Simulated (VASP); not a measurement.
Ge: single point with PBE

Ge:

```
Ge
1.0
     0.00000    2.80992    2.80992
     2.80992    0.00000    2.80992
     2.80992    2.80992    0.00000
Ge
2
Direct
  0.00000 0.00000 0.00000
  0.25000 0.25000 0.25000
```

- Program: VASP 6.6.1
- Task: single point
- Functional: PBE
- Potentials or basis: VASP PAW PBE potentials, release 64 (Ge_d)
- Cutoff: 500 eV
- k mesh: 6 × 6 × 6
- Occupations: gaussian, width 0.01 eV
- Spin: no spin polarisation
- Dipole correction: no
- Further INCAR settings: ALGO = Normal; EDIFF = 1e-06; NBANDS = 21

- Pressure: 4.9 GPa
- Band gap on the k mesh: 0.22 eV, direct

Levels at points of the mesh, in eV from the valence-band top:
```
           k point  band 12  band 13  band 14  band 15  band 16  band 17
(0.00, 0.00, 0.00)     0.00     0.00     0.00     0.22     2.56     2.56
(0.50, 0.00, 0.00)    -7.69    -1.44    -1.44     0.25     3.76     3.76
(0.50, 0.50, 0.00)    -8.96    -3.15    -3.15     0.73     0.73     9.68
```

It took 15 s on 1 thread of Intel(R) Xeon(R) 6975P-C (Granite Rapids) (shared host), peak memory 0.15 GiB.

A k mesh can miss the band edges.
